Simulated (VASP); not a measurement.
A run of VASP 6.6.1 is set up as follows.

POSCAR

```
AlN
1.0
    3.3121160000      0.0000000000      0.0000000000
   -1.6560580000      2.8683760000      0.0000000000
    0.0000000000      0.0000000000      4.1875630000
Al N
2 2
Direct
    0.3333333333      0.6666666667      0.7500000000
    0.6666666667      0.3333333333      0.2500000000
    0.3333333333      0.6666666667      0.2500000000
    0.6666666667      0.3333333333      0.7500000000
```

File INCAR.step1:

```
PREC     = Accurate       # precision mode
ENCUT    = 520            # plane-wave cutoff, eV
ISMEAR   = 0              # smearing method
SIGMA    = 0.01           # smearing width, eV
LREAL    = False          # projectors in reciprocal space
LASPH    = True           # aspherical terms in the spheres
NELM     = 60             # most SCF steps
NBANDS   = 16             # bands
GGA      = PE             # functional
ALGO     = Normal         # electronic algorithm
EDIFF    = 1E-4           # SCF threshold, eV
LWAVE    = True           # write WAVECAR
LCHARG   = False          # write CHGCAR
```

The input INCAR.step2:

```
PREC     = Accurate       # precision mode
ENCUT    = 520            # plane-wave cutoff, eV
EDIFF    = 1E-7           # SCF threshold, eV
ISMEAR   = 0              # smearing method
SIGMA    = 0.01           # smearing width, eV
LREAL    = False          # projectors in reciprocal space
LASPH    = True           # aspherical terms in the spheres
NELM     = 60             # most SCF steps
ALGO     = Normal         # electronic algorithm
ISIF     = 2              # what is computed and relaxed
LWAVE    = False          # write WAVECAR
LCHARG   = False          # write CHGCAR
METAGGA  = R2SCAN         # meta-GGA
LMIXTAU  = True         
NBANDS   = 16             # bands
ISTART   = 1
```

File KPOINTS:

```
Automatic mesh
0
Gamma
  6 6 4
```

Potentials or basis: VASP PAW PBE potentials, release 64 (Al, N).

The run is started by

```console
$ cat potpaw_PBE.64/Al/POTCAR potpaw_PBE.64/N/POTCAR > POTCAR
$ cp INCAR.step1 INCAR
$ mpirun -np 1 vasp_std > vasp.out
$ cp INCAR.step2 INCAR
$ mpirun -np 1 vasp_std > vasp.out
```

Problem. Predict the pressure.

Solution. -5.6 GPa.

Problem. Predict the band gap on the k mesh.

Solution. 3.86 eV.

Stress tensor (GPa, compression positive):
```
-5.43  0.00  0.00
 0.00 -5.43  0.00
 0.00  0.00 -5.95
```

Caveat: the cell stands under tension; the PAW data sets were made with another functional, which shifts forces and pressure a little.
